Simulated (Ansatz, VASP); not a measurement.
# One calculation of Ag, two programs

```
CELL_PARAMETERS angstrom
0.00000 2.04310 2.06353
2.04310 0.00000 2.06353
2.04310 2.04310 0.00000
ATOMIC_POSITIONS crystal
Ag 0.00000 0.00000 0.00000
```

Change from the starting cell: zz strain of +1 %, PAW files.

Alike in both runs: task electric field gradients; functional LDA; k mesh 15 × 15 × 15; occupations fermi-dirac, width 0.05 eV; no spin polarisation.

|  | VASP | Ansatz |
| --- | --- | --- |
| version | VASP 6.6.1 | Ansatz 0.2.0 |
| potentials or method | VASP PAW LDA potentials, release 64 (Ag) | PAW with Ansatz's default frozen-core files, scalar-relativistic |
| plane-wave cutoff (eV) | 400 | 420 |
| valence electrons in the cell | 11 | 19 |

```csv
,VASP,Ansatz,Ansatz less VASP
pressure (GPa),-8.6,-8.4,+0.21
"traceless stress, the component that is largest in VASP (GPa)",-0.07,-0.07,-0.007
size of Vzz on the site where it differs most (V/Å²),0.3,0.7,+0.33
```

LDA's correlation is that of Perdew and Zunger in VASP and of Perdew and Wang (1992) in Ansatz. VASP's potentials hold 11 valence electrons a cell and Ansatz's 19, so a difference there can come from the potentials and not from the codes.
